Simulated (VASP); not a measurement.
Crystal: PtSe2.

```
Pt Se
1.0
     0.00000    3.13090    3.13090
     3.13090    0.00000    3.13090
     3.13090    3.13090    0.00000
Pt Se
1 2
Direct
  0.00000 0.00000 0.00000
  0.25000 0.25000 0.25000
  0.75000 0.75000 0.75000
```

Base run:

```yaml
Program: VASP 6.6.1
Functional: r2SCAN
Potentials_or_basis: VASP PAW PBE potentials, release 64 (Pt, Se)
Cutoff: 520 eV
k_mesh: 8 × 8 × 8
Occupations: fermi-dirac, width 0.02 eV
Spin: no spin polarisation
```

Its results: band gap on the k mesh zero (bands 11 and 12 overlap by 0.42 eV); pressure -0.1 GPa.

Q: The run is repeated on the same cell with these changes: functional from r2SCAN to LDA; potentials or basis from VASP PAW PBE potentials, release 64 (Pt, Se) to VASP PAW LDA potentials, release 64 (Pt, Se). What comes out?

A: Band gap on the k mesh zero (bands 11 and 12 overlap by 0.47 eV); pressure -5.6 GPa.

Caveats: spin-orbit coupling is left out, which moves the levels of the heavy elements; the PAW data sets were made with another functional, which shifts forces and pressure a little (at least some runs); the cell stands under tension (at least some runs).
